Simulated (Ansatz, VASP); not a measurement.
Pd in VASP and in Ansatz

```xyz
1
Lattice="0.0000 1.8671 1.7893 1.8671 0.0000 1.7893 1.8671 1.8671 0.0000" Properties=species:S:1:pos:R:3 pbc="T T T"
Pd    0.0000    0.0000    0.0000
```

Change from the starting cell: strain -0.040 along x and y, -0.080 along z, atoms carried along.

Alike in both runs: task single point; functional PBE; k mesh 20 × 20 × 20; occupations gaussian, width 0.15 eV; no spin polarisation.

```csv
,VASP,Ansatz
version,VASP 6.6.1,Ansatz 0.2.0
potentials or method,"VASP PAW PBE potentials, release 64 (Pd), cutoff 520 eV","scalar-relativistic, plane waves, PAW"
valence electrons in the cell,10,18
```

|  | VASP | Ansatz | Ansatz less VASP |
| --- | --- | --- | --- |
| gap on the k mesh at the Fermi level (eV) | none | none | - |
| pressure (GPa) | 60.0 | 60.7 | +0.63 |
| traceless stress, the component that is largest in VASP (GPa) | 2.49 | 2.52 | +0.033 |

A gap of «none» marks a metal or a gap that the smearing closes. Both programs put the cell under a high pressure, so it lies far from rest at this level. The functional is the same, so the differences come from potentials, cutoffs and numerics. VASP's potentials hold 10 valence electrons a cell and Ansatz's 18, so a difference there can come from the potentials and not from the codes.

Noted on VASP's run: the cell as given lies far from equilibrium.
